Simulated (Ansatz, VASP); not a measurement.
# Sr32Li: VASP beside Ansatz

```
Sr Li
1.0
    12.16000    0.00000    0.00000
     0.00000   12.16000    0.00000
     0.00000    0.00000   12.16000
Sr Li
32 1
Direct
  0.50001 0.99994 0.99671
  0.74865 0.25140 0.00131
  0.75329 0.99994 0.24999
  0.99992 0.00003 0.99871
  0.25129 0.25120 0.00112
  0.49988 0.50004 0.98363
  0.74871 0.74862 0.00125
  0.24672 0.99994 0.24999
  0.49988 0.23436 0.25019
  0.76602 0.50004 0.25020
  0.50001 0.99994 0.50328
  0.74896 0.25108 0.49880
  0.75132 0.00003 0.75013
  0.00019 0.50000 0.99671
  0.25122 0.74882 0.00106
  0.00019 0.24671 0.24999
  0.23507 0.50003 0.25018
  0.49989 0.76530 0.25018
  0.99992 0.00002 0.50144
  0.25098 0.25090 0.49898
  0.49990 0.50003 0.51460
  0.74902 0.74894 0.49886
  0.24858 0.00002 0.75013
  0.50001 0.24670 0.74969
  0.75330 0.50000 0.74969
  0.00019 0.75329 0.24999
  0.00019 0.50000 0.50328
  0.25092 0.74912 0.49904
  0.99992 0.24865 0.75013
  0.24671 0.50000 0.74969
  0.50001 0.75329 0.74969
  0.99992 0.75138 0.75013
  0.50118 0.49963 0.24807
```

Alike in both runs: functional PBE; k mesh 1 × 1 × 1; occupations fermi-dirac, width 0.15 eV; no spin polarisation.

Ansatz relaxed the structure, and its values are those at the end. VASP's run is a single point on that final structure, the one shown.

|  | VASP | Ansatz |
| --- | --- | --- |
| version | VASP 6.6.1 | Ansatz 0.2.0 |
| potentials or method | VASP PAW PBE potentials, release 64 (Sr_sv, Li_sv), cutoff 520 eV | scalar-relativistic, plane waves, PAW |
| valence electrons in the cell | 323 | 323 |

```tsv
	VASP	Ansatz	Ansatz less VASP
rms of the force components (eV/Å)	0.011	0.010	-0.0006
```

Noted on VASP's run: the cutoff is under 1.25 times that of the potentials, so the pressure is a little rough.
